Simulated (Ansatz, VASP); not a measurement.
**Two plane-wave programs on S**

```
S
1.0
     3.21583    0.00000    0.00000
    -1.60791    2.78499    0.00000
     0.00000    0.00000    5.45041
S
2
Direct
  0.00000 0.00000 0.32633
  0.00000 0.00000 0.67367
```

Alike in both runs: functional PBE; k mesh 6 × 6 × 4; occupations gaussian, width 0.1 eV; no spin polarisation.

Ansatz relaxed the structure, and its values are those at the end. VASP's run is a single point on that final structure, the one shown.

```csv
,VASP,Ansatz
version,VASP 6.6.1,Ansatz 0.2.0
potentials or method,"VASP PAW PBE potentials, release 64 (S), cutoff 520 eV","scalar-relativistic, plane waves, PAW"
valence electrons in the cell,12,12
```

```tsv
	VASP	Ansatz	Ansatz less VASP
gap on the k mesh at the Fermi level (eV)	none	none	-
pressure (GPa)	-0.5	0.1	+0.58
rms of the force components (eV/Å)	0.143	0.002	-0.1415
```

A gap of «none» marks a metal or a gap that the smearing closes.

The k mesh is coarse, so the values compare programs but aren't converged.
